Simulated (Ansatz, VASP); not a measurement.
## One calculation of TiB2, two programs

```
Ti B
1.0
     3.06906    0.00000    0.00000
    -1.53453    2.65788    0.00000
     0.00000    0.00000    3.27088
Ti B
1 2
Direct
  0.00000 0.00000 0.00000
  0.33333 0.66667 0.50000
  0.66667 0.33333 0.50000
```

Change from the starting cell: volume scaled by 1.04.

Alike in both runs: task single point; functional PBEsol; k mesh 15 × 15 × 13; occupations fermi-dirac, width 0.08 eV; no spin polarisation.

```csv
,VASP,Ansatz
version,VASP 6.6.1,Ansatz 0.2.0
potentials or method,"VASP PAW PBE potentials, release 64 (Ti_sv, B), cutoff 520 eV","all-electron LAPW, scalar-relativistic"
```

```tsv
	VASP	Ansatz	Ansatz less VASP
pressure (GPa)	-13.7	-14.1	-0.38
traceless stress, the component that is largest in VASP (GPa)	-0.47	-0.37	+0.099
```

VASP's potentials were made for PBE, not for PBEsol. Ansatz ran all-electron here, and VASP with PAW potentials.
